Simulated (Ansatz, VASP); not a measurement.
One calculation of Al, two programs

```xyz
2
Lattice="1.3983 0.8073 5.2510 -1.3983 0.8073 5.2510 0.0000 -1.6147 5.2510" Properties=species:S:1:pos:R:3 pbc="T T T"
Al    0.0000    0.0000    1.3871
Al    0.0000    0.0000   14.3658
```

Alike in both runs: functional PBE; k mesh 9 × 9 × 9; occupations gaussian, width 0.1 eV; no spin polarisation.

Ansatz relaxed the structure, and its values are those at the end. VASP's run is a single point on that final structure, the one shown.

```csv
,VASP,Ansatz
version,VASP 6.6.1,Ansatz 0.2.0
potentials or method,"VASP PAW PBE potentials, release 64 (Al), cutoff 520 eV","scalar-relativistic, plane waves, PAW"
valence electrons in the cell,6,6
```

```csv
,VASP,Ansatz,Ansatz less VASP
gap on the k mesh at the Fermi level (eV),none,none,-
pressure (GPa),-0.1,0.0,+0.03
```

A gap of «none» marks a metal or a gap that the smearing closes. With one functional, cell and mesh, what is left measures potentials, basis and numerics.
